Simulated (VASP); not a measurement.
# SnSe2 (P4_2/mnm) in VASP: notebook

The runs below take SnSe2 through single point, relaxation of cell and atoms, with PBE.

Everything below comes from runs of VASP 6.6.1. Logs are shortened: lines on timing, memory, paths and dates and some standing lists are left out, and cuts for length are marked.

### 1 The cell of the first run

The structure is tetragonal, space group P4_2/mnm (No. 136). Conventional cell: a = 6.577 Å, b = 6.577 Å, c = 4.013 Å, α = 90.00°, β = 90.00°, γ = 90.00°. Sn (site symmetry mmm) has 6 Se at 2.69 to 2.86 Å within 3.5 Å. Se (site symmetry m2m) has 3 Sn at 2.69 to 2.86 Å and 1 Se at 3.59 Å within 3.6 Å.

### 2 Single point, PBE

INCAR reads:

```
ALGO     = Normal         # electronic algorithm
EDIFF    = 1E-6           # SCF threshold, eV
ENCUT    = 520            # plane-wave cutoff, eV
GGA      = PE             # functional
ISIF     = 2              # what is computed and relaxed
ISMEAR   = 1              # smearing method
LASPH    = T              # aspherical terms in the spheres
LCHARG   = F              # write CHGCAR
LREAL    = F              # projectors in reciprocal space
LWAVE    = F              # write WAVECAR
NBANDS   = 35             # bands
NELM     = 100            # most SCF steps
PREC     = Accurate       # precision mode
SIGMA    = 0.02           # smearing width, eV
```

KPOINTS reads:

```
k-points
0
Gamma
  4 4 6
```

POSCAR reads:

```
SnSe2
1.0
    6.5765189243      0.0000000000      0.0000000000
    0.0000000000      6.5765189243      0.0000000000
    0.0000000000      0.0000000000      4.0129828419
Sn Se
2 4
Direct
    0.0000000000      0.0000000000      0.0000000000
    0.5000000000      0.5000000000      0.5000000000
    0.3070065563      0.3070065563      0.0000000000
    0.1929934437      0.8070065563      0.5000000000
    0.6929934437      0.6929934437      0.0000000000
    0.8070065563      0.1929934437      0.5000000000
```

Potentials or basis: VASP PAW PBE potentials, release 64 (Sn_d, Se).

Command:

```bash
> cat potpaw_PBE.64/Sn_d/POTCAR potpaw_PBE.64/Se/POTCAR > POTCAR
> mpirun -np 1 vasp_std > vasp.out
```

OUTCAR:

```text
EDIFF = 1E-6
   ENCUT = 520
   GGA = PE
   ISIF = 2
   ISMEAR = 1
   LASPH = T
   LREAL = F
   NELM = 100
   PREC = Accurate

 ion  position               nearest neighbor table
   1  0.000  0.000  0.000-   4 2.69   6 2.69   4 2.69   6 2.69   5 2.86   3 2.86
   2  0.500  0.500  0.500-   3 2.69   5 2.69   3 2.69   5 2.69   4 2.86   6 2.86
   3  0.307  0.307  0.000-   2 2.69   2 2.69   1 2.86
   4  0.193  0.807  0.500-   1 2.69   1 2.69   2 2.86
   5  0.693  0.693  0.000-   2 2.69   2 2.69   1 2.86
   6  0.807  0.193  0.500-   1 2.69   1 2.69   2 2.86

  LATTYP: Found a simple tetragonal cell.
 ALAT       =     6.5765189243
 C/A-ratio  =     0.6101986306

  Lattice vectors:

 A1 = (   6.5765189243,   0.0000000000,   0.0000000000)
 A2 = (   0.0000000000,   6.5765189243,   0.0000000000)
 A3 = (   0.0000000000,   0.0000000000,   4.0129828419)

Analysis of symmetry for initial positions (statically):
=====================================================================
 Subroutine PRICEL returns:
 Original cell was already a primitive cell.

 Routine SETGRP: Setting up the symmetry group for a
 simple tetragonal supercell.

 Subroutine GETGRP returns: Found 16 space group operations
 (whereof  8 operations were pure point group operations)
 out of a pool of 16 trial point group operations.

The static configuration has the point symmetry D_2h.
 The point group associated with its full space group is D_4h.

Analysis of symmetry for dynamics (positions and initial velocities):
=====================================================================
 Subroutine PRICEL returns:
 Original cell was already a primitive cell.

 Routine SETGRP: Setting up the symmetry group for a
 simple tetragonal supercell.

 Subroutine GETGRP returns: Found 16 space group operations
 (whereof  8 operations were pure point group operations)
 out of a pool of 16 trial point group operations.

The dynamic configuration has the point symmetry D_2h.
 The point group associated with its full space group is D_4h.

 Subroutine INISYM returns: Found 16 space group operations
 (whereof  8 operations are pure point group operations),
 and found     1 'primitive' translations

----------------------------------------------------------------------------------------

                                     Primitive cell
[... 98 lines left out ...]
   EDIFF  = 0.1E-05   stopping-criterion for ELM
   LREAL  =      F    real-space projection
   EDIFFG = 0.1E-04   stopping-criterion for IOM
   NSW    =      0    number of steps for IOM
   IBRION =     -1    ionic relax: 0-MD 1-quasi-New 2-CG
   NFREE  =      0    steps in history (QN), initial steepest desc. (CG)
   ISIF   =      2    stress and relaxation
   ISYM   =      2    0-nonsym 1-usesym 2-fastsym
   POTIM  = 0.5000    time-step for ionic-motion
   TEBEG  =    0.0;   TEEND  =   0.0 temperature during run
   PSTRESS=    0.0 pullay stress
   NELECT =      52.0000    total number of electrons
   NUPDOWN=      -1.0000    fix difference up-down
   EMIN   =  10.00;   EMAX   =-10.00  energy-range for DOS
   EFERMI =   0.00;   METHOD = LEGACY
   ISMEAR =     1;   SIGMA  =   0.02  broadening in eV -4-tet -1-fermi 0-gaus
   EFERMI_NEDOS =   21; number of points for ismear=-14 and -15
   IALGO  =     38    algorithm
   IMIX   =      4    mixing-type and parameters
     AMIX     =   0.40;   BMIX     =  1.00
     AMIX_MAG =   1.60;   BMIX_MAG =  1.00
  volume/ion in A,a.u.               =      28.93       195.21
  Fermi-wavevector in a.u.,A,eV,Ry     =   1.095442  2.070086 16.326904  1.199994
  Thomas-Fermi vector in A             =   2.231766
   LORBIT       =      0    0 simple, 1 ext, 2 COOP (PROOUT), +10 PAW based schemes
   GGA     = PE    functional components
   LHFCALC =     F    Hartree Fock is set to
   AEXX    =    0.0000 exact exchange contribution
   IVDW    =     0    specifies the selected vdW correction
   LEPSILON=     F    determine dielectric tensor
   LRPA    =     F    only Hartree local field effects (RPA)
 non-spin polarized calculation
 Methfessel and Paxton  Order N= 1 SIGMA  =   0.02
  energy-cutoff  :      520.00
  volume of cell :      173.56
 maximum number of plane-waves:      4743
 NGX is ok and might be reduce to    50
   NGX = 25   NGY = 25   NGZ = 15

 number of electron      52.0000010 magnetization

 Free energy of the ion-electron system (eV)
  ---------------------------------------------------
  ext. energy  EPLUGINS =         0.00000000
  ---------------------------------------------------
  free energy    TOTEN  =       -22.54118646 eV

  energy without entropy =      -22.54098126  energy(sigma->0) =      -22.54111806

 E-fermi :   3.4015     XC(G=0):  -8.9260

 val. band max:        3.4013160932   @ k =   0.2500   0.2500   0.0000
 cond. band min:       3.4359844780   @ k =   0.0000   0.0000   0.1667
 fundamental gap:      0.0346683848
 Fermi energy:         3.4015235367

 k-point     1 :       0.0000    0.0000    0.0000
  band No.  band energies     occupation
      1     -18.4978      2.00000
      2     -18.4794      2.00000
      3     -18.4154      2.00000
      4     -18.4154      2.00000
      5     -18.4103      2.00000
      6     -18.4081      2.00000
[... 901 lines left out ...]
     34      10.0025      0.00000
     35      10.1753      0.00000

------------------------ aborting loop because EDIFF is reached ----------------------------------------

  FORCE on cell =-STRESS in cart. coord.  units (eV):
  Direction    XX          YY          ZZ          XY          YZ          ZX
  --------------------------------------------------------------------------------------
  -------------------------------------------------------------------------------------
  Total        0.0483732      0.0483732      0.0550029     -0.0000000      0.0000000      0.0000000
  in kB        0.4465356      0.4465356      0.5077350     -0.0000000      0.0000000      0.0000000
  external PRESSURE =       0.4669354 kB  Pullay stress =       0.0000000 kB

 VOLUME and BASIS-vectors are now :
 -----------------------------------------------------------------------------
  energy-cutoff  :      520.00
  volume of cell :      173.56
      direct lattice vectors                 reciprocal lattice vectors
     6.576518924  0.000000000  0.000000000     0.152056127  0.000000000  0.000000000
     0.000000000  6.576518924  0.000000000     0.000000000  0.152056127  0.000000000
     0.000000000  0.000000000  4.012982842     0.000000000  0.000000000  0.249191198

 POSITION                                       TOTAL-FORCE (eV/Angst)
 -----------------------------------------------------------------------------------
      0.00000      0.00000      0.00000        -0.000000     -0.000000      0.000000
      3.28826      3.28826      2.00649        -0.000000     -0.000000      0.000000
      2.01903      2.01903      0.00000        -0.004602     -0.004602     -0.000000
      1.26923      5.30729      2.00649         0.004602     -0.004602     -0.000000
      4.55748      4.55748      0.00000         0.004602      0.004602      0.000000
      5.30729      1.26923      2.00649        -0.004602      0.004602      0.000000
 -----------------------------------------------------------------------------------
    total drift:                                0.000000      0.000000      0.000000

  FREE ENERGIE OF THE ION-ELECTRON SYSTEM (eV)
  ---------------------------------------------------
  free  energy   TOTEN  =       -22.5411864584 eV

  energy  without entropy=      -22.5409812644  energy(sigma->0) =      -22.54111806
```

OSZICAR:

```text
N       E                     dE             d eps       ncg     rms          rms(c)
DAV:   1     0.492665379125E+03    0.49267E+03   -0.23135E+04  1707   0.164E+03
DAV:   2     0.550233288113E+02   -0.43764E+03   -0.42117E+03  1696   0.437E+02
DAV:   3    -0.191623047168E+02   -0.74186E+02   -0.72079E+02  2066   0.163E+02
DAV:   4    -0.232503259133E+02   -0.40880E+01   -0.40564E+01  2013   0.402E+01
DAV:   5    -0.233555019529E+02   -0.10518E+00   -0.10504E+00  2426   0.693E+00    0.634E+00
DAV:   6    -0.225860094246E+02    0.76949E+00   -0.12020E+00  2286   0.937E+00    0.395E+00
DAV:   7    -0.225445889960E+02    0.41420E-01   -0.44126E-01  2234   0.301E+00    0.147E+00
DAV:   8    -0.225414316686E+02    0.31573E-02   -0.50711E-02  2115   0.194E+00    0.331E-01
DAV:   9    -0.225411339185E+02    0.29775E-03   -0.82815E-03  2140   0.800E-01    0.108E-01
DAV:  10    -0.225411174604E+02    0.16458E-04   -0.70851E-04  2016   0.189E-01    0.424E-02
DAV:  11    -0.225411877198E+02   -0.70259E-04   -0.14123E-04  2187   0.587E-02    0.123E-02
DAV:  12    -0.225411847762E+02    0.29437E-05   -0.15231E-05  1825   0.190E-02    0.432E-03
DAV:  13    -0.225411864681E+02   -0.16919E-05   -0.32867E-06  1670   0.136E-02    0.173E-03
DAV:  14    -0.225411864584E+02    0.96506E-08   -0.27733E-07  1022   0.392E-03
   1 F= -.22541186E+02 E0= -.22541118E+02  d E =-.205194E-03
```

Run time: 3.5 min. Hardware: 1 thread of Intel Xeon 8259CL, shared host; peak memory 0.33 GiB.

Results:

```
Free energy            : -22.5412 eV
Pressure               : 0.0 GPa
Largest force          : 0.007 eV/Å
Band gap on the k mesh : zero (bands 26 and 27 overlap by 0.03 eV)
```

Forces on the atoms (eV/Å):
```
Sn   0.000  0.000  0.000
Sn   0.000  0.000  0.000
Se  -0.005 -0.005  0.000
Se   0.005 -0.005  0.000
Se   0.005  0.005  0.000
Se  -0.005  0.005  0.000
```

Levels at points of the mesh, in eV from the Fermi level:
| k point | band 23 | band 24 | band 25 | band 26 | band 27 | band 28 | band 29 | band 30 |
| --- | --- | --- | --- | --- | --- | --- | --- | --- |
| (0.00, 0.00, 0.00) | -0.99 | -0.99 | -0.39 | -0.39 | 0.28 | 1.25 | 2.39 | 2.39 |
| (0.50, 0.00, 0.00) | -0.88 | -0.88 | -0.59 | -0.59 | 0.45 | 0.45 | 3.08 | 3.08 |
| (0.50, 0.50, 0.00) | -1.05 | -1.05 | -1.00 | -1.00 | 0.49 | 0.49 | 3.48 | 3.48 |
| (0.00, 0.00, 0.50) | -1.28 | -1.28 | -1.22 | -1.22 | 0.74 | 0.74 | 4.46 | 4.46 |
| (0.50, 0.00, 0.50) | -0.80 | -0.80 | -0.80 | -0.80 | 1.32 | 1.32 | 1.99 | 1.99 |
| (0.50, 0.50, 0.50) | -0.94 | -0.94 | -0.67 | -0.67 | 0.24 | 0.24 | 4.17 | 4.17 |

Caveat: semilocal functionals underestimate gaps, so a narrow gap can read as zero; spin-orbit coupling is left out, which moves the levels of the heavy elements.

### 3 Relaxation of cell and atoms, PBE

This run uses another cell than the first one, of 24.11 Å³/atom.

INCAR reads:

```
SYSTEM = SnSe2
  PREC = Accurate
  ENCUT = 600
  EDIFF = 1E-6
  ISMEAR = 1
  SIGMA = 0.02
  LREAL = .FALSE.
  LASPH = .TRUE.
  NELM = 80
  ALGO = Normal
  ISIF = 3
  LWAVE = .FALSE.
  LCHARG = .FALSE.
  GGA = PE
  IBRION = 2
  NSW = 80
  EDIFFG = -0.01
```

KPOINTS reads:

```
regular mesh
0
G
  4 4 6
  0 0 0
```

POSCAR reads:

```
SnSe2
1.0
    6.0600000000      0.0000000000      0.0000000000
    0.0000000000      6.0600000000      0.0000000000
    0.0000000000      0.0000000000      3.9390000000
Sn Se
2 4
Direct
    0.0000000000      0.0000000000      0.0000000000
    0.5000000000      0.5000000000      0.5000000000
    0.3050000000      0.3050000000      0.0000000000
    0.1950000000      0.8050000000      0.5000000000
    0.6950000000      0.6950000000      0.0000000000
    0.8050000000      0.1950000000      0.5000000000
```

Potentials or basis: VASP PAW PBE potentials, release 64 (Sn_d, Se).

Command:

```bash
> cat potpaw_PBE.64/Sn_d/POTCAR potpaw_PBE.64/Se/POTCAR > POTCAR
> mpirun -np 1 vasp_std > vasp.out
```

Run time: 18 min. Hardware: 1 thread of Intel Xeon 8259CL, shared host; peak memory 0.34 GiB.

The run converged. Its results:

| Item | Value |
| --- | --- |
| Free energy | -22.5381 eV |
| Relaxed volume | 28.97 Å³/atom |
| Relaxed cell | a = 6.580 Å, b = 6.580 Å, c = 4.014 Å, α = 90.00°, β = 90.00°, γ = 90.00° |
| Space group after relaxing (to 0.1 Å) | P4_2/mnm (No. 136) |
| Energy gained by relaxing | 159.4 meV/atom |
| Ionic steps | 9 |
| Pressure after relaxing | 0.0 GPa |
| Largest force after relaxing | 0.007 eV/Å |
| Band gap on the k mesh | zero (bands 26 and 27 overlap by 0.04 eV) |

Forces on the atoms (eV/Å):
```
Sn   0.000  0.000  0.000
Sn   0.000  0.000  0.000
Se  -0.005 -0.005  0.000
Se   0.005 -0.005  0.000
Se   0.005  0.005  0.000
Se  -0.005  0.005  0.000
```

Step by step:
```tsv
step	energy change (eV)	largest force (eV/Å)	pressure (GPa)	volume (Å³)
1	0.0000	0.3147	12.93	144.65
2	-0.6596	0.2873	-3.95	189.32
3	-0.9126	0.1531	0.04	171.05
4	-0.9285	0.0999	0.01	171.49
5	-0.9534	0.0274	0.12	172.70
6	-0.9550	0.0616	0.22	173.05
7	-0.9553	0.0072	-0.28	174.79
8	-0.9559	0.0242	-0.06	174.00
9	-0.9562	0.0074	0.00	173.80
```

Final structure:
```
Sn Se
1.0
     6.58024    0.00000    0.00000
     0.00000    6.58024    0.00000
     0.00000    0.00000    4.01387
Sn Se
2 4
Direct
  0.00000 0.00000 0.00000
  0.50000 0.50000 0.50000
  0.30708 0.30708 0.00000
  0.19292 0.80708 0.50000
  0.69292 0.69292 0.00000
  0.80708 0.19292 0.50000
```

Levels at points of the mesh, in eV from the Fermi level:
```csv
k point,band 22,band 23,band 24,band 25,band 26,band 27,band 28,band 29,band 30,band 31
"(0.00, 0.00, 0.00)",-1.26,-0.99,-0.99,-0.39,-0.39,0.28,1.25,2.39,2.39,3.51
"(0.50, 0.00, 0.00)",-1.90,-0.88,-0.88,-0.59,-0.59,0.45,0.45,3.08,3.08,3.76
"(0.50, 0.50, 0.00)",-1.50,-1.05,-1.05,-1.00,-1.00,0.49,0.49,3.48,3.48,4.48
"(0.00, 0.00, 0.50)",-2.60,-1.27,-1.27,-1.22,-1.22,0.74,0.74,4.44,4.44,5.84
"(0.50, 0.00, 0.50)",-1.82,-0.80,-0.80,-0.79,-0.79,1.31,1.31,1.99,1.99,5.34
"(0.50, 0.50, 0.50)",-2.53,-0.94,-0.94,-0.66,-0.66,0.24,0.24,4.16,4.16,4.54
```

Caveat: the volume moved by over 15 % at a fixed basis, so the end points are rough; semilocal functionals underestimate gaps, so a narrow gap can read as zero; spin-orbit coupling is left out, which moves the levels of the heavy elements.
